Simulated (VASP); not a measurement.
# PbO (Litharge) (P4/nmm) in VASP: notebook, part 2 of 2

VASP 6.6.1. The steps go on from the part before.

## Step 4: Single point, r2SCAN

This run uses another cell than the first one, of 21.19 Å³/atom, 0.918 times its volume.

Contents of POSCAR:

```
PbO
1.0
    3.9880778100      0.0000000000      0.0000000000
    0.0000000000      3.9880778100      0.0000000000
    0.0000000000      0.0000000000      5.3285114700
Pb O
2 2
Direct
    0.0000000000      0.5000000000      0.2228851900
    0.5000000000      0.0000000000      0.7771148100
    0.0000000000      0.0000000000      0.0000000000
    0.5000000000      0.5000000000      0.0000000000
```

Contents of INCAR.step1:

```
SYSTEM = PbO
ALGO = Normal ; EDIFF = 1E-4
ENCUT = 520 ; GGA = PE
ISMEAR = -1 ; LASPH = .True.
LCHARG = .False. ; LREAL = .False.
LWAVE = .True. ; NBANDS = 28
NELM = 80 ; PREC = Accurate
SIGMA = 0.02
```

Contents of INCAR.step2:

```
SYSTEM = PbO
ALGO = Normal ; EDIFF = 1E-7
ENCUT = 520 ; ISIF = 2
ISMEAR = -1 ; ISTART = 1
LASPH = .True. ; LCHARG = .False.
LMIXTAU = .True. ; LREAL = .False.
LWAVE = .False. ; METAGGA = R2SCAN
NBANDS = 28 ; NELM = 80
PREC = Accurate ; SIGMA = 0.02
```

Contents of KPOINTS:

```
k-points
0
Gamma
  8 8 6
  0 0 0
```

Potentials or basis: VASP PAW PBE potentials, release 64 (Pb_d, O).

Run with:

```bash
$ cat potpaw_PBE.64/Pb_d/POTCAR potpaw_PBE.64/O/POTCAR > POTCAR
$ cp INCAR.step1 INCAR
$ mpirun -np 1 vasp_std > vasp.out
$ cp INCAR.step2 INCAR
$ mpirun -np 1 vasp_std > vasp.out
```

OUTCAR:

```text
SYSTEM = PbO
   EDIFF = 1E-7
   ENCUT = 520
   ISIF = 2
   ISMEAR = -1
   ISTART = 1
   LASPH = .True.
   LREAL = .False.
   METAGGA = R2SCAN
   NELM = 80
   PREC = Accurate

 ion  position               nearest neighbor table
   1  0.000  0.500  0.223-   3 2.32   4 2.32   3 2.32   4 2.32   2 3.69   2 3.69   2 3.69   2 3.69
                             2 4.08   2 4.08   2 4.08   2 4.08
   2  0.500  0.000  0.777-   3 2.32   4 2.32   4 2.32   3 2.32   1 3.69   1 3.69   1 3.69   1 3.69
                             1 4.08   1 4.08   1 4.08   1 4.08
   3  0.000  0.000  0.000-   1 2.32   2 2.32   1 2.32   2 2.32
   4  0.500  0.500  0.000-   1 2.32   2 2.32   2 2.32   1 2.32

  LATTYP: Found a simple tetragonal cell.
 ALAT       =     3.9880778100
 C/A-ratio  =     1.3361102074

  Lattice vectors:

 A1 = (   3.9880778100,   0.0000000000,   0.0000000000)
 A2 = (   0.0000000000,   3.9880778100,   0.0000000000)
 A3 = (   0.0000000000,   0.0000000000,   5.3285114700)

Analysis of symmetry for initial positions (statically):
=====================================================================
 Subroutine PRICEL returns:
 Original cell was already a primitive cell.

 Routine SETGRP: Setting up the symmetry group for a
 simple tetragonal supercell.

 Subroutine GETGRP returns: Found 16 space group operations
 (whereof  8 operations were pure point group operations)
 out of a pool of 16 trial point group operations.

The static configuration has the point symmetry D_2d.
 The point group associated with its full space group is D_4h.

Analysis of symmetry for dynamics (positions and initial velocities):
=====================================================================
 Subroutine PRICEL returns:
 Original cell was already a primitive cell.

 Routine SETGRP: Setting up the symmetry group for a
 simple tetragonal supercell.

 Subroutine GETGRP returns: Found 16 space group operations
[... 120 lines left out ...]
   NUPDOWN=      -1.0000    fix difference up-down
   EMIN   =  10.00;   EMAX   =-10.00  energy-range for DOS
   EFERMI =   0.00;   METHOD = LEGACY
   ISMEAR =    -1;   SIGMA  =   0.02  broadening in eV -4-tet -1-fermi 0-gaus
   EFERMI_NEDOS =   21; number of points for ismear=-14 and -15
   IALGO  =     38    algorithm
   IMIX   =      4    mixing-type and parameters
     AMIX     =   0.40;   BMIX     =  1.00
     AMIX_MAG =   1.60;   BMIX_MAG =  1.00
  volume/ion in A,a.u.               =      21.19       142.98
  Fermi-wavevector in a.u.,A,eV,Ry     =   1.274629  2.408699 22.105099  1.624679
  Thomas-Fermi vector in A             =   2.407386
   LORBIT       =      0    0 simple, 1 ext, 2 COOP (PROOUT), +10 PAW based schemes
   METAGGA = R2SCAN    functional components
   LHFCALC =     F    Hartree Fock is set to
   AEXX    =    0.0000 exact exchange contribution
   IVDW    =     0    specifies the selected vdW correction
   LEPSILON=     F    determine dielectric tensor
   LRPA    =     F    only Hartree local field effects (RPA)
 non-spin polarized calculation
  energy-cutoff  :      520.00
  volume of cell :       84.75
 maximum number of plane-waves:      2316
 NGX is ok and might be reduce to    30
   NGX = 15   NGY = 15   NGZ = 19

 number of electron      39.9999999 magnetization

 Free energy of the ion-electron system (eV)
  ---------------------------------------------------
  ext. energy  EPLUGINS =         0.00000000
  ---------------------------------------------------
  free energy    TOTEN  =      -129.52267673 eV

  energy without entropy =     -129.52267673  energy(sigma->0) =     -129.52267673

 E-fermi :   4.7583     XC(G=0): -10.0491

 val. band max:        4.3104338944   @ k =   0.0000   0.0000   0.0000
 cond. band min:       6.1474666104   @ k =   0.5000   0.5000   0.0000
 fundamental gap:      1.8370327160
 Fermi energy:         4.7583183275

 k-point     1 :       0.0000    0.0000    0.0000
  band No.  band energies     occupation
      1     -15.0688      2.00000
      2     -14.4553      2.00000
      3     -12.1887      2.00000
      4     -12.1887      2.00000
      5     -12.1378      2.00000
      6     -12.1201      2.00000
[... 733 lines left out ...]
     27      14.1332      0.00000
     28      14.1332      0.00000

 [... further k-points ...]
[... 5 lines left out ...]
  --------------------------------------------------------------------------------------
  -------------------------------------------------------------------------------------
  Total        0.2585246      0.2585246      0.1890036      0.0000000      0.0000000      0.0000000
  in kB        4.8874164      4.8874164      3.5731199      0.0000000      0.0000000      0.0000000
  external PRESSURE =       4.4493176 kB  Pullay stress =       0.0000000 kB

 VOLUME and BASIS-vectors are now :
 -----------------------------------------------------------------------------
  energy-cutoff  :      520.00
  volume of cell :       84.75
      direct lattice vectors                 reciprocal lattice vectors
     3.988077810  0.000000000  0.000000000     0.250747364  0.000000000  0.000000000
     0.000000000  3.988077810  0.000000000     0.000000000  0.250747364  0.000000000
     0.000000000  0.000000000  5.328511470     0.000000000  0.000000000  0.187669672

 POSITION                                       TOTAL-FORCE (eV/Angst)
 -----------------------------------------------------------------------------------
      0.00000      1.99404      1.18765        -0.000000      0.000000      0.108654
      1.99404      0.00000      4.14087         0.000000      0.000000     -0.108654
      0.00000      0.00000      0.00000         0.000000     -0.000000     -0.000000
      1.99404      1.99404      0.00000         0.000000      0.000000     -0.000000
 -----------------------------------------------------------------------------------
    total drift:                                0.000000      0.000000     -0.000000

  FREE ENERGIE OF THE ION-ELECTRON SYSTEM (eV)
  ---------------------------------------------------
  free  energy   TOTEN  =      -129.5226767336 eV

  energy  without entropy=     -129.5226767336  energy(sigma->0) =     -129.52267673
```

OSZICAR.step1:

```text
N       E                     dE             d eps       ncg     rms          rms(c)
DAV:   1     0.465031467766E+03    0.46503E+03   -0.19572E+04  3360   0.166E+03
DAV:   2     0.379469869532E+02   -0.42708E+03   -0.40974E+03  3420   0.446E+02
DAV:   3    -0.232189864048E+02   -0.61166E+02   -0.59577E+02  4252   0.182E+02
DAV:   4    -0.261587727928E+02   -0.29398E+01   -0.29280E+01  3960   0.417E+01
DAV:   5    -0.262454767119E+02   -0.86704E-01   -0.86695E-01  3784   0.781E+00    0.125E+01
DAV:   6    -0.216548664606E+02    0.45906E+01   -0.25141E+01  4940   0.395E+01    0.541E+00
DAV:   7    -0.215048398129E+02    0.15003E+00   -0.29247E+00  4068   0.120E+01    0.252E+00
DAV:   8    -0.214824799291E+02    0.22360E-01   -0.53302E-01  3800   0.482E+00    0.827E-01
DAV:   9    -0.214721952141E+02    0.10285E-01   -0.63491E-02  5448   0.205E+00    0.284E-01
DAV:  10    -0.214739293659E+02   -0.17342E-02   -0.13620E-02  3856   0.785E-01    0.111E-01
DAV:  11    -0.214736448208E+02    0.28455E-03   -0.30780E-03  4608   0.442E-01    0.704E-02
DAV:  12    -0.214736044852E+02    0.40336E-04   -0.39590E-04  3436   0.194E-01
   1 F= -.21473604E+02 E0= -.21473604E+02  d E =-.971605E-11
```

Run time: 11 min. Hardware: 1 thread of Intel Xeon 8259CL, shared host; peak memory 0.27 GiB.

What came out:

```
Free energy            : -129.5227 eV
Pressure               : 0.4 GPa
Largest force          : 0.109 eV/Å
Band gap on the k mesh : 1.84 eV, indirect (least direct gap 2.50 eV)
```

Forces in eV/Å, atoms in the order of the input:
```
Pb   0.000  0.000  0.109
Pb   0.000  0.000 -0.109
O    0.000  0.000  0.000
O    0.000  0.000  0.000
```

Levels at points of the mesh, in eV from the valence-band top:
```
           k point  band 17  band 18  band 19  band 20  band 21  band 22  band 23  band 24
(0.00, 0.00, 0.00)    -1.79    -1.74    -1.74     0.00     2.50     5.22     6.30     6.30
(0.50, 0.00, 0.00)    -3.08    -3.08    -1.61    -1.61     3.55     3.55     6.56     6.56
(0.50, 0.50, 0.00)    -1.76    -1.76    -1.11    -1.11     1.84     1.84     5.59     5.59
(0.00, 0.00, 0.50)    -1.81    -1.76    -1.76    -1.02     2.25     4.68     4.71     4.71
(0.50, 0.00, 0.50)    -3.06    -3.06    -1.08    -1.08     3.22     3.22     6.94     6.94
(0.50, 0.50, 0.50)    -2.15    -2.15    -1.11    -1.11     3.91     3.91     4.70     4.70
```

Caveat: the PAW data sets were made with another functional, which shifts forces and pressure a little; spin-orbit coupling is left out, which moves the levels of the heavy elements. r2SCAN opens gaps a little over a GGA but as a rule still falls short of measured ones.
